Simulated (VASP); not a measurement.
Wanted: the native input for a VASP 6.6.1 run.

```
Task                   : relaxation of cell and atoms
Functional             : PBEsol
Potentials or basis    : VASP PAW PBE potentials, release 64 (Mo_sv)
Cutoff                 : 600 eV
k mesh                 : 19 × 19 × 19
Occupations            : fermi-dirac, width 0.05 eV
Spin                   : no spin polarisation
Dipole correction      : no
Further INCAR settings : ALGO = Normal; EDIFF = 1e-06; IBRION = 2; EDIFFG = -0.005; NSW = 60; ISIF = 3
```

The structure of Mo lies in POSCAR:

```
Mo
1.0
   -1.5733879534      1.5733879534      1.5733879534
    1.5733879534     -1.5733879534      1.5733879534
    1.5733879534      1.5733879534     -1.5733879534
Mo
1
Direct
    0.0000000000      0.0000000000      0.0000000000
```

These files were run (other wordings do the same):

INCAR

```
SYSTEM = Mo
PREC     = Accurate       ! precision mode
ENCUT    = 600            ! plane-wave cutoff, eV
EDIFF    = 1E-6           ! SCF threshold, eV
ISMEAR   = -1             ! smearing method
SIGMA    = 0.05           ! smearing width, eV
LREAL    = .False.        ! projectors in reciprocal space
LASPH    = .True.         ! aspherical terms in the spheres
NELM     = 60             ! most SCF steps
ALGO     = Normal         ! electronic algorithm
ISIF     = 3              ! what is computed and relaxed
LWAVE    = .False.        ! write WAVECAR
LCHARG   = .False.        ! write CHGCAR
GGA      = PS             ! functional
IBRION   = 2              ! ionic algorithm
NSW      = 60             ! ionic steps
EDIFFG   = -0.005         ! ionic threshold
```

KPOINTS

```
regular mesh
0
Gamma
  19 19 19
  0 0 0
```

Potentials or basis: VASP PAW PBE potentials, release 64 (Mo_sv).

The run is started by

```console
$ cat potpaw_PBE.64/Mo_sv/POTCAR > POTCAR
$ mpirun -np 1 vasp_std > vasp.out
```

It gave:

```
Relaxed volume                         : 15.35 Å³/atom
Relaxed cell                           : a = 2.712 Å, b = 2.712 Å, c = 2.712 Å, α = 109.47°, β = 109.47°, γ = 109.47°
Space group after relaxing (to 0.05 Å) : Im-3m (No. 229)
Energy gained by relaxing              : 3.0 meV/atom
Ionic steps                            : 4
Pressure after relaxing                : 0.0 GPa
Band gap on the k mesh                 : zero (band 7 reaches 16.68 eV, above the bottom of band 8 at 11.36 eV)
```

Caveat: the PAW data sets were made with another functional, which shifts forces and pressure a little.

It took 28 s on 1 thread of Intel(R) Xeon(R) 6975P-C (Granite Rapids), with other jobs on the host, peak memory 0.18 GiB.
